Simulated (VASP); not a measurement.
Write the native input for VASP 6.6.1 that does the following.

```yaml
Task: single point
Functional: PBEsol
Potentials_or_basis: VASP PAW PBE potentials, release 64 (B, As)
Cutoff: 520 eV
k_mesh: 12 × 12 × 12
Occupations: gaussian, width 0.05 eV
Spin: no spin polarisation
Dipole_correction: no
Further_INCAR_settings: ALGO = Normal; EDIFF = 1e-07; NBANDS = 11
```

The structure of BAs lies in POSCAR:

```
BAs
1.0
    0.0000000000      2.3839417728      2.3839417728
    2.3839417728      0.0000000000      2.3839417728
    2.3839417728      2.3839417728      0.0000000000
B As
1 1
Direct
    0.0000000000      0.0000000000      0.0000000000
    0.7500000000      0.7500000000      0.7500000000
```

These files were run (other wordings do the same):

INCAR

```
SYSTEM = BAs
PREC     = Accurate       ! precision mode
ENCUT    = 520            ! plane-wave cutoff, eV
EDIFF    = 1E-7           ! SCF threshold, eV
ISMEAR   = 0              ! smearing method
SIGMA    = 0.05           ! smearing width, eV
LREAL    = .FALSE.        ! projectors in reciprocal space
LASPH    = .TRUE.         ! aspherical terms in the spheres
NELM     = 100            ! most SCF steps
ALGO     = Normal         ! electronic algorithm
ISIF     = 2              ! what is computed and relaxed
LWAVE    = .FALSE.        ! write WAVECAR
LCHARG   = .FALSE.        ! write CHGCAR
GGA      = PS             ! functional
NBANDS   = 11             ! bands
```

KPOINTS

```
Automatic mesh
0
G
  12 12 12
  0 0 0
```

Potentials or basis: VASP PAW PBE potentials, release 64 (B, As).

Launch:

```sh
$ cat potpaw_PBE.64/B/POTCAR potpaw_PBE.64/As/POTCAR > POTCAR
$ mpirun -np 1 vasp_std > vasp.out
```

It gave:

| Property | Result |
| --- | --- |
| Pressure | 0.9 GPa |
| Band gap on the k mesh | 1.08 eV (least direct gap 3.25 eV) |

Caveat: the PAW data sets were made with another functional, which shifts forces and pressure a little.

It took 9.8 s on 1 thread of Intel(R) Xeon(R) 6975P-C (Granite Rapids), on a shared host, peak memory 0.16 GiB.
